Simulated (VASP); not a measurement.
Here is a VASP 6.6.1 calculation.

File INCAR:

```
ALGO = Normal ; EDIFF = 1E-6
ENCUT = 600 ; GGA = PS
GGA_COMPAT = F ; ISIF = 2
ISMEAR = 0 ; ISPIN = 2
LASPH = T ; LCHARG = F
LDAU = T ; LDAUJ = 0.5 0
LDAUL = 2 -1 ; LDAUPRINT = 1
LDAUTYPE = 1 ; LDAUU = 4 0
LMAXMIX = 4 ; LORBIT = 11
LREAL = F ; LWAVE = F
MAGMOM = 2.85 0.25 ; NBANDS = 22
NELM = 200 ; PREC = Accurate
SIGMA = 0.05
```

File KPOINTS:

```
k-points
0
Gamma
  9 9 9
```

File POSCAR:

```
CoO
1.0
   -1.5080004400      1.5080004400      2.1072503600
    1.5080004400     -1.5080004400      2.1072503600
    1.5080004400      1.5080004400     -2.1072503600
Co O
1 1
Direct
    0.0000000000      0.0000000000      0.0000000000
    0.5000000000      0.5000000000      0.0000000000
```

Potentials or basis: VASP PAW PBE potentials, release 64 (Co_sv, O).

Run with:

```console
$ cat potpaw_PBE.64/Co_sv/POTCAR potpaw_PBE.64/O/POTCAR > POTCAR
$ mpirun -np 1 vasp_std > vasp.out
```

(1) Estimate the band gap on the k mesh.

(2) Estimate the net moment.

(3) Estimate the pressure.

(4) Estimate the site moments.

Results:

(1) zero (filled and empty bands overlap).

(2) 3.00 μB per cell.

(3) -8.9 GPa.

(4) Co +2.69; O +0.24 μB.

Caveat: the PAW data sets were made with another functional, which shifts forces and pressure a little; a cell with one magnetic atom can't hold antiferromagnetic order, which such compounds often take.
